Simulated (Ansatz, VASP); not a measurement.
# One calculation of Pb, two programs

INCAR

```
PREC = Accurate
ENCUT = 520
EDIFF = 1E-6
ISMEAR = 0
SIGMA = 0.15
LREAL = F
LASPH = T
NELM = 60
ALGO = Normal
ISIF = 2
LWAVE = F
LCHARG = F
NBANDS = 13
```

The input KPOINTS:

```
regular mesh
0
Gamma
  16 16 16
```

File POSCAR:

```
Pb
1.0
    0.0000000000      2.4698000000      2.3710080000
    2.4698000000      0.0000000000      2.3710080000
    2.4698000000      2.4698000000      0.0000000000
Pb
1
Direct
    0.0000000000      0.0000000000      0.0000000000
```

Input for Ansatz:

```yaml
crystal:
  lattice:
    - [0.0, 2.4698, 2.371008]
    - [2.4698, 0.0, 2.371008]
    - [2.4698, 2.4698, 0.0]
  atoms:
    - { symbol: Pb, position: [0.0, 0.0, 0.0] }
basis:
  ecutwfc: 420
kpoints:
  mp_grid: { grid: [16, 16, 16] }
hamiltonian:
  xc: lda
scf:
  occupations: { method: gaussian, width: 0.15 }
output:
  forces: true
  stress: true
  eigenvalues: true
```

Change from the starting cell: strain +0.000 along x and y, -0.040 along z, atoms carried along.

Alike in both runs: task single point; functional LDA; k mesh 16 × 16 × 16; occupations gaussian, width 0.15 eV; no spin polarisation.

|  | VASP | Ansatz |
| --- | --- | --- |
| version | VASP 6.6.1 | Ansatz 0.2.0 |
| potentials or method | VASP PAW LDA potentials, release 64 (Pb_d), cutoff 520 eV | scalar-relativistic, plane waves, PAW |
| valence electrons in the cell | 14 | 14 |

|  | VASP | Ansatz | Ansatz less VASP |
| --- | --- | --- | --- |
| gap on the k mesh at the Fermi level (eV) | none | none | - |
| pressure (GPa) | 0.2 | 0.2 | -0.05 |
| traceless stress, the component that is largest in VASP (GPa) | 0.56 | 0.58 | +0.017 |

LDA's correlation is that of Perdew and Zunger in VASP and of Perdew and Wang (1992) in Ansatz. A gap of «none» marks a metal or a gap that the smearing closes.

Neither program's run includes spin-orbit coupling.
